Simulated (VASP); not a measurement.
A run of VASP 6.6.1:

INCAR

```
SYSTEM = Hf
ALGO = Fast ; EDIFF = 1E-6
ENCUT = 520 ; GGA = RP
ISIF = 2 ; ISMEAR = -1
IVDW = 12 ; LASPH = .True.
LCHARG = .False. ; LREAL = .False.
LWAVE = .False. ; NBANDS = 11
NELM = 60 ; PREC = Accurate
SIGMA = 0.05
```

File KPOINTS:

```
k-points
0
Gamma
  10 10 10
  0 0 0
```

File POSCAR:

```
Hf
1.0
   -1.6304022148      1.6304022148      1.6304022148
    1.6304022148     -1.6304022148      1.6304022148
    1.6304022148      1.6304022148     -1.6304022148
Hf
1
Direct
    0.0000000000      0.0000000000      0.0000000000
```

Potentials or basis: VASP PAW PBE potentials, release 64 (Hf_pv).

The run is started by

```sh
$ cat potpaw_PBE.64/Hf_pv/POTCAR > POTCAR
$ mpirun -np 1 vasp_std > vasp.out
```

Hardware: 1 thread of Intel Xeon 8259CL, with other jobs on the host.

**Question.** Estimate the wall time of this run.

**Answer.** Run time: 7.5 s on 1 thread of Intel Xeon 8259CL, on a shared host, peak memory 0.15 GiB. Counts: scf iterations 12, k points 47.
